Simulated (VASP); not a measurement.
Set up this calculation in VASP 6.6.1, as the native input.

```yaml
Task: single point
Functional: PBE
Potentials_or_basis: VASP PAW PBE potentials, release 64 (Hf_pv, Pd, N)
Cutoff: 600 eV
k_mesh: 4 × 4 × 2
Occupations: gaussian, width 0.15 eV
Spin: no spin polarisation
Dipole_correction: no
Further_INCAR_settings: ALGO = Normal; EDIFF = 1e-06; NBANDS = 34
```

The structure of HfPd2N4 lies in POSCAR:

```
HfPd2N4
1.0
    2.9675849346      0.0000000000      0.0000000000
    0.0000000000      2.9675849346      0.0000000000
    0.0000000000      0.0000000000      9.1067559071
Hf Pd N
1 2 4
Direct
    0.0000000000      0.0000000000      0.5000000000
    0.5000000000      0.5000000000      0.1443882816
    0.5000000000      0.5000000000      0.8556117184
    0.0000000000      0.0000000000      0.1894158457
    0.0000000000      0.0000000000      0.8105841543
    0.5000000000      0.5000000000      0.4132667819
    0.5000000000      0.5000000000      0.5867332181
```

This cell differs from its parent crystal: atoms taken out.

These files were run (other wordings do the same):

INCAR

```
ALGO = Normal
EDIFF = 1E-6
ENCUT = 600
GGA = PE
GGA_COMPAT = F
ISIF = 2
ISMEAR = 0
LASPH = T
LCHARG = F
LREAL = F
LWAVE = F
NBANDS = 34
NELM = 120
PREC = Accurate
SIGMA = 0.15
```

KPOINTS

```
k-points
0
Gamma
  4 4 2
```

Potentials or basis: VASP PAW PBE potentials, release 64 (Hf_pv, Pd, N).

Launch:

```sh
$ cat potpaw_PBE.64/Hf_pv/POTCAR potpaw_PBE.64/Pd/POTCAR potpaw_PBE.64/N/POTCAR > POTCAR
$ mpirun -np 1 vasp_std > vasp.out
```

It gave:

The pressure is -1.1 GPa and the largest force is 0.049 eV/Å. The band gap on the k mesh is zero (bands 25 and 26 overlap by 1.62 eV).

Caveat: the k points lie up to 0.53 Å⁻¹ apart, too coarse for converged energies and pressures of a metal; the cell differs from its parent crystal (atoms taken out); spin-orbit coupling is left out, which moves the levels of the heavy elements.

Run time: 51 s on 1 thread of Intel Xeon 8259CL, with other jobs on the host, peak memory 0.22 GiB.
